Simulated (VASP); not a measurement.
Sb:

```
CELL_PARAMETERS angstrom
-1.54436 1.54436 2.65658
1.54436 -1.54436 2.65658
1.54436 1.54436 -2.65658
ATOMIC_POSITIONS crystal
Sb 0.00000 0.00000 0.00000
```

Program: VASP 6.6.1. Alike in all runs: task single point; no spin polarisation; cell as given; cutoff (eV) 520; smearing fermi-dirac 0.05 eV. Hardware: 1 thread of Intel(R) Xeon(R) 6975P-C (Granite Rapids), on a shared host.

**Question.** Order these runs on this cell by their wall time, lowest first.
A. level PBE0; potentials or basis VASP PAW PBE potentials, release 64 (Sb); k mesh 6 × 6 × 6; grid for exact exchange (PRECFOCK) Normal
B. level r2SCAN; potentials or basis VASP PAW PBE potentials, release 64 (Sb); k mesh 12 × 12 × 12
C. level LDA; potentials or basis VASP PAW LDA potentials, release 64 (Sb); k mesh 12 × 12 × 12

**Answer.** C (12 s), B (74 s), A (330 s).

Caveats: some runs use coarse meshes.
